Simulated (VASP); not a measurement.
CdS:

```
Cd S
1.0
     4.07965    0.00000    0.00000
    -2.03982    3.53308    0.00000
     0.00000    0.00000    6.62279
Cd S
2 2
Direct
  0.66667 0.33333 0.50000
  0.33333 0.66667 0.00000
  0.66667 0.33333 0.87500
  0.33333 0.66667 0.37500
```

```yaml
Program: VASP 6.6.1
Task: relaxation of cell and atoms
Functional: r2SCAN
Potentials_or_basis: VASP PAW PBE potentials, release 64 (Cd, S)
Cutoff: 720 eV
k_mesh: 8 × 8 × 4
Occupations: gaussian, width 0.03 eV
Spin: no spin polarisation
```

At the start: pressure 4.7 GPa; volume 23.86 Å³/atom.

Q: How do energy, volume and symmetry change on relaxing?

A: Over 14 steps the energy falls by 23.6 meV/atom and the volume is 25.53 Å³/atom (+7.0 %); space group P6_3mc (No. 186, to 0.1 Å) before and after.

Step by step:
```
step  energy change (eV)  largest force (eV/Å)  pressure (GPa)  volume (Å³)
   1              0.0000                0.0820            4.73        95.46
   2             -0.0723                0.0060           -1.86       105.53
   3             -0.0930                0.0139            0.02       102.08
   4             -0.0930                0.0131           -0.07       102.22
   5             -0.0931                0.0096            0.02       102.05
   6             -0.0931                0.0094            0.03       102.05
   7             -0.0931                0.0073            0.02       102.06
   8             -0.0931                0.0008            0.00       102.09
   9             -0.0931                0.0016           -0.01       102.11
  10             -0.0931                0.0012            0.01       102.09
  11             -0.0931                0.0001            0.00       102.10
  12             -0.0943                0.0001            0.01       102.10
  13             -0.0943                0.0000           -0.01       102.13
  14             -0.0943                0.0000           -0.01       102.13
```

Final structure:
```
Cd S
1.0
     4.17108    0.00000    0.00000
    -2.08554    3.61226    0.00000
     0.00000    0.00000    6.77843
Cd S
2 2
Direct
  0.66667 0.33333 0.49905
  0.33333 0.66667 0.99905
  0.66667 0.33333 0.87595
  0.33333 0.66667 0.37595
```

Caveat: the PAW data sets were made with another functional, which shifts forces and pressure a little.
